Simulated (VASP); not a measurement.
# InSbO4 (P6/mmm) in VASP: notebook, part 2 of 2

VASP 6.6.1. The steps go on from the part before.

## (4) Relaxation of cell and atoms, PBE

INCAR reads:

```
  PREC = Accurate
  ENCUT = 600
  EDIFF = 1E-7
  ISMEAR = 0
  SIGMA = 0.1
  LREAL = F
  LASPH = T
  NELM = 80
  ALGO = Normal
  ISIF = 3
  LWAVE = F
  LCHARG = F
  GGA = PE
  IBRION = 2
  NSW = 90
  EDIFFG = -0.04
```

KPOINTS reads:

```
Automatic mesh
0
Gamma
  6 6 4
```

POSCAR reads:

```
InSbO4
1.0
    4.5945144800      0.0000000000      0.0000000000
   -2.2972572400      3.9789662600      0.0000000000
    0.0000000000      0.0000000000      5.5046368400
In Sb O
1 1 4
Direct
    0.0000000000      0.0000000000      0.5000000000
    0.0000000000      0.0000000000      0.0000000000
    0.3333333300      0.6666666700      0.5000000000
    0.6666666700      0.3333333300      0.5000000000
    0.3333333300      0.6666666700      0.0000000000
    0.6666666700      0.3333333300      0.0000000000
```

Potentials or basis: VASP PAW PBE potentials, release 64 (In_d, Sb, O).

Command:

```
$ cat potpaw_PBE.64/In_d/POTCAR potpaw_PBE.64/Sb/POTCAR potpaw_PBE.64/O/POTCAR > POTCAR
$ mpirun -np 1 vasp_std > vasp.out
```

OUTCAR:

```text
PREC = Accurate
   ENCUT = 600
   EDIFF = 1E-7
   ISMEAR = 0
   LREAL = F
   LASPH = T
   NELM = 80
   ISIF = 3
   GGA = PE
   IBRION = 2
   NSW = 90
   EDIFFG = -0.04

 ion  position               nearest neighbor table
   1  0.000  0.000  0.500-   3 2.65   4 2.65   4 2.65   3 2.65   4 2.65   3 2.65   2 2.75   2 2.75

   2  0.000  0.000  0.000-   5 2.65   6 2.65   6 2.65   5 2.65   6 2.65   5 2.65   1 2.75   1 2.75

   3  0.333  0.667  0.500-   1 2.65   1 2.65   1 2.65
   4  0.667  0.333  0.500-   1 2.65   1 2.65   1 2.65
   5  0.333  0.667  0.000-   2 2.65   2 2.65   2 2.65
   6  0.667  0.333  0.000-   2 2.65   2 2.65   2 2.65

  LATTYP: Found a hexagonal cell.
 ALAT       =     4.5945144800
 C/A-ratio  =     1.1980889088

  Lattice vectors:

 A1 = (   4.5945144800,   0.0000000000,   0.0000000000)
 A2 = (  -2.2972572400,   3.9789662600,   0.0000000000)
 A3 = (   0.0000000000,   0.0000000000,   5.5046368400)

Analysis of symmetry for initial positions (statically):
=====================================================================
 Subroutine PRICEL returns:
 Original cell was already a primitive cell.

 Routine SETGRP: Setting up the symmetry group for a
 hexagonal supercell.

 Subroutine GETGRP returns: Found 24 space group operations
 (whereof 24 operations were pure point group operations)
 out of a pool of 24 trial point group operations.

[... 150 lines left out ...]
 non-spin polarized calculation
 Gauss-broadening in eV      SIGMA  =   0.10
  energy-cutoff  :      600.00
  volume of cell :      100.63
 maximum number of plane-waves:      3384
 NGX is ok and might be reduce to    40
   NGX = 19   NGY = 19   NGZ = 21

--------------------------------------- Ionic step        1  -------------------------------------------

 number of electron      41.9999991 magnetization

 Free energy of the ion-electron system (eV)
  ---------------------------------------------------
  ext. energy  EPLUGINS =         0.00000000
  ---------------------------------------------------
  free energy    TOTEN  =       -22.99111404 eV

  energy without entropy =      -22.92386930  energy(sigma->0) =      -22.95749167

 E-fermi :   2.4672     XC(G=0):  -9.7973

 val. band max:        2.4491011056   @ k =   0.1667  -0.0000   0.2500
 cond. band min:       2.4758335999   @ k =   0.3333   0.3333   0.2500
 fundamental gap:      0.0267324943
 Fermi energy:         2.4671934293

 k-point     1 :       0.0000    0.0000    0.0000
  band No.  band energies     occupation
      1     -14.2514      2.00000
      2     -13.6734      2.00000
      3     -12.9794      2.00000
      4     -12.5688      2.00000
      5     -11.0865      2.00000
      6     -10.9385      2.00000
[... 896 lines left out ...]
--------------------------------------- Ionic step        9  -------------------------------------------

 number of electron      42.0000019 magnetization

 Free energy of the ion-electron system (eV)
  ---------------------------------------------------
  ext. energy  EPLUGINS =         0.00000000
  ---------------------------------------------------
  free energy    TOTEN  =       -27.16290685 eV

  energy without entropy =      -27.13937645  energy(sigma->0) =      -27.15114165

 E-fermi :   4.5883     XC(G=0): -10.1004

 val. band max:        4.5599945519   @ k =   0.3333   0.3333   0.5000
 cond. band min:       4.5903493704   @ k =   0.3333   0.0000   0.5000
 fundamental gap:      0.0303548185
 Fermi energy:         4.5883328242

 k-point     1 :       0.0000    0.0000    0.0000
  band No.  band energies     occupation
      1     -14.9283      2.00000
      2     -14.4495      2.00000
      3     -11.1538      2.00000
      4     -10.9056      2.00000
      5      -9.2706      2.00000
      6      -9.2706      2.00000
[... 610 lines left out ...]
  FREE ENERGIE OF THE ION-ELECTRON SYSTEM (eV)
  ---------------------------------------------------
  free  energy   TOTEN  =       -27.1629068539 eV

  energy  without entropy=      -27.1393764484  energy(sigma->0) =      -27.15114165

 reached required accuracy - stopping structural energy minimisation
```

OSZICAR:

```text
N       E                     dE             d eps       ncg     rms          rms(c)
DAV:   1     0.467116675530E+03    0.46712E+03   -0.21791E+04  1050   0.199E+03
[... 127 lines left out ...]
DAV:   5    -0.271629907335E+02    0.19511E-02   -0.80240E-03  1269   0.800E-01    0.116E-01
DAV:   6    -0.271629210964E+02    0.69637E-04   -0.52843E-04  1204   0.161E-01    0.908E-02
DAV:   7    -0.271629114202E+02    0.96762E-05   -0.42864E-05  1438   0.648E-02    0.424E-02
DAV:   8    -0.271629066404E+02    0.47799E-05   -0.13199E-05  1569   0.381E-02    0.514E-03
DAV:   9    -0.271629070107E+02   -0.37036E-06   -0.15087E-06  1294   0.854E-03    0.381E-03
DAV:  10    -0.271629068005E+02    0.21017E-06   -0.28016E-07   879   0.410E-03    0.711E-04
DAV:  11    -0.271629068539E+02   -0.53314E-07   -0.18291E-08   539   0.132E-03
   9 F= -.27162907E+02 E0= -.27151142E+02  d E =-.552716E-01
```

It took 10 min on 1 thread of Intel Xeon Platinum 8488C (Sapphire Rapids), shared host; peak memory 0.32 GiB.

What came out:

* Free energy: -27.1629 eV
* Relaxed volume: 14.75 Å³/atom
* Relaxed cell: a = 3.867 Å, b = 3.867 Å, c = 6.836 Å, α = 90.00°, β = 90.00°, γ = 120.00°
* Space group after relaxing (to 0.1 Å): P6/mmm (No. 191)
* Energy gained by relaxing: 695.3 meV/atom
* Ionic steps: 9
* Pressure after relaxing: 0.2 GPa
* Band gap on the k mesh: zero (bands 21 and 22 overlap by 0.77 eV)

Stress tensor (GPa, compression positive):
```
0.24 0.00 0.00
0.00 0.24 0.00
0.00 0.00 0.09
```

The path:
| step | energy change (eV) | largest force (eV/Å) | pressure (GPa) | volume (Å³) |
| --- | --- | --- | --- | --- |
| 1 | 0.0000 | 0.0000 | -15.36 | 100.63 |
| 2 | -2.7998 | 0.0000 | -2.36 | 78.58 |
| 3 | -3.0818 | 0.0000 | 8.90 | 72.43 |
| 4 | -3.5392 | 0.0000 | 18.98 | 73.30 |
| 5 | -3.5749 | 0.0000 | 16.06 | 73.21 |
| 6 | -4.1124 | 0.0000 | -0.41 | 84.91 |
| 7 | -4.1165 | 0.0000 | -2.01 | 86.74 |
| 8 | -4.1698 | 0.0000 | -0.27 | 88.17 |
| 9 | -4.1718 | 0.0000 | 0.19 | 88.51 |

Final structure:
```yaml
crystal:
  lattice:
    - [3.86661, 0.00000, 0.00000]
    - [-1.93330, 3.34858, 0.00000]
    - [0.00000, 0.00000, 6.83567]
  atoms:
    - { symbol: In, position: [0.00000, 0.00000, 0.50000] }
    - { symbol: Sb, position: [0.00000, 0.00000, 0.00000] }
    - { symbol: O, position: [0.33333, 0.66667, 0.50000] }
    - { symbol: O, position: [0.66667, 0.33333, 0.50000] }
    - { symbol: O, position: [0.33333, 0.66667, 0.00000] }
    - { symbol: O, position: [0.66667, 0.33333, 0.00000] }
```

Caveat: a cell axis changed by over 15 % at a fixed basis, so the end point is rough; spin-orbit coupling is left out, which moves the levels of the heavy elements.

## (5) Summary

```tsv
task	cell	cutoff (eV)	gap on the mesh (eV)	pressure (GPa)
single point	a = 4.595, b = 4.595, c = 5.505 Å, angles 90.0, 90.0, 120.0°, 6 atoms	520	none	-15.3
single point	a = 3.897, b = 3.897, c = 8.550 Å, angles 90.0, 90.0, 120.0°, 6 atoms	520	none	-0.3
relaxation of cell and atoms	relaxed from a = 4.595, b = 4.595, c = 5.505 Å, angles 90.0, 90.0, 120.0°, 6 atoms	600	none	0.2
```

Alike in all rows: level PBE; potentials or basis VASP PAW PBE potentials, release 64 (In_d, Sb, O); no spin polarisation; k mesh 6 × 6 × 4; smearing gaussian 0.1 eV.

Caveats: spin-orbit coupling is left out, which moves the levels of the heavy elements; the cell stands under tension (at least some runs); a cell axis changed by over 15 % at a fixed basis, so the end point is rough (at least some runs).

Total energies depend on the potentials used, so only differences within one code and one set of settings carry meaning.
